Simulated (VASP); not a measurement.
A run of VASP 6.6.1 is set up as follows.

INCAR

```
ALGO = Normal
EDIFF = 1E-6
ENCUT = 600
GGA = PE
GGA_COMPAT = F
ISIF = 2
ISMEAR = 0
LASPH = T
LCHARG = F
LREAL = F
LWAVE = F
NBANDS = 11
NELM = 120
PREC = Accurate
SIGMA = 0.01
```

Contents of KPOINTS:

```
k-points
0
Gamma
  12 12 12
```

POSCAR

```
MgO
1.0
    0.0000000000      2.1021674168      2.1021674168
    2.1021674168      0.0000000000      2.1021674168
    2.1021674168      2.1021674168      0.0000000000
Mg O
1 1
Direct
    0.0000000000      0.0000000000      0.0000000000
    0.5000000000      0.5000000000      0.5000000000
```

Potentials or basis: VASP PAW PBE potentials, release 64 (Mg, O).

The run is started by

```console
$ cat potpaw_PBE.64/Mg/POTCAR potpaw_PBE.64/O/POTCAR > POTCAR
$ mpirun -np 1 vasp_std > vasp.out
```

Question: Predict the pressure.

Answer: 4.6 GPa.

Question: What does it give for the band gap on the k mesh?

Answer: 4.78 eV, direct.

A k mesh can miss the band edges.
